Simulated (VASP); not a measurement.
Input of a VASP 6.6.1 run:

POSCAR

```
NaCl
1.0
    0.0000000000      2.7834652041      2.7834652041
    2.7834652041      0.0000000000      2.7834652041
    2.7834652041      2.7834652041      0.0000000000
Na Cl
1 1
Direct
    0.0000000000      0.0000000000      0.0000000000
    0.5000000000      0.5000000000      0.5000000000
```

The input INCAR.step1:

```
SYSTEM = NaCl
PREC     = Accurate       ! precision mode
ENCUT    = 520            ! plane-wave cutoff, eV
ISMEAR   = 0              ! smearing method
SIGMA    = 0.01           ! smearing width, eV
LREAL    = .False.        ! projectors in reciprocal space
LASPH    = .True.         ! aspherical terms in the spheres
NELM     = 100            ! most SCF steps
NBANDS   = 14             ! bands
GGA      = PE             ! functional
ALGO     = Normal         ! electronic algorithm
EDIFF    = 1E-4           ! SCF threshold, eV
LWAVE    = .True.         ! write WAVECAR
LCHARG   = .False.        ! write CHGCAR
```

The input INCAR.step2:

```
SYSTEM = NaCl
PREC     = Accurate       ! precision mode
ENCUT    = 520            ! plane-wave cutoff, eV
EDIFF    = 1E-7           ! SCF threshold, eV
ISMEAR   = 0              ! smearing method
SIGMA    = 0.01           ! smearing width, eV
LREAL    = .False.        ! projectors in reciprocal space
LASPH    = .True.         ! aspherical terms in the spheres
NELM     = 100            ! most SCF steps
ALGO     = Normal         ! electronic algorithm
ISIF     = 2              ! what is computed and relaxed
LWAVE    = .False.        ! write WAVECAR
LCHARG   = .False.        ! write CHGCAR
METAGGA  = R2SCAN         ! meta-GGA
LMIXTAU  = .True.       
LUSE_VDW = .True.       
IVDW_NL  = 2            
BPARAM   = 11.95        
CPARAM   = 0.0093       
NBANDS   = 14             ! bands
ISTART   = 1
```

File KPOINTS:

```
Automatic mesh
0
Gamma
  5 5 5
  0 0 0
```

Potentials or basis: VASP PAW PBE potentials, release 64 (Na_pv, Cl).

Launch:

```sh
$ cat potpaw_PBE.64/Na_pv/POTCAR potpaw_PBE.64/Cl/POTCAR > POTCAR
$ cp INCAR.step1 INCAR
$ mpirun -np 1 vasp_std > vasp.out
$ cp INCAR.step2 INCAR
$ mpirun -np 1 vasp_std > vasp.out
```

(1) What does it give for the pressure?

(2) What does it give for the band gap on the k mesh?

Results:

(1) -0.2 GPa.

(2) 6.00 eV, direct.

Caveat: the PAW data sets were made with another functional, which shifts forces and pressure a little.
